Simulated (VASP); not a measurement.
A run of VASP 6.6.1 is set up as follows.

File INCAR:

```
PREC     = Accurate       # precision mode
ENCUT    = 520            # plane-wave cutoff, eV
EDIFF    = 1E-7           # SCF threshold, eV
ISMEAR   = -1             # smearing method
SIGMA    = 0.08           # smearing width, eV
LREAL    = False          # projectors in reciprocal space
LASPH    = True           # aspherical terms in the spheres
NELM     = 80             # most SCF steps
ALGO     = Normal         # electronic algorithm
ISIF     = 2              # what is computed and relaxed
LWAVE    = False          # write WAVECAR
LCHARG   = False          # write CHGCAR
LDIPOL   = True         
IDIPOL   = 3            
DIPOL    = 0.5 0.5 0.500
GGA      = PE             # functional
NBANDS   = 12             # bands
```

The input KPOINTS:

```
regular mesh
0
Gamma
  13 8 1
```

POSCAR

```
Mg
1.0
    3.1995580529      0.0000000000      0.0000000000
    0.0000000000      5.1808918026      0.0000000000
    0.0000000000      0.0000000000     19.6945000000
Mg
4
Direct
    0.0000000000      0.7500000000      0.4147240108
    0.5000000000      0.2500000000      0.4455912628
    0.5000000000      0.7500000000      0.5544087449
    0.0000000000      0.2500000000      0.5852759815
```

Potentials or basis: VASP PAW PBE potentials, release 64 (Mg).

The run is started by

```sh
$ cat potpaw_PBE.64/Mg/POTCAR > POTCAR
$ mpirun -np 1 vasp_std > vasp.out
```

(1) Estimate the largest force.

(2) What does it give for the band gap on the k mesh?

Results:

(1) 0.010 eV/Å.

(2) zero (bands 4 and 5 overlap by 1.54 eV).
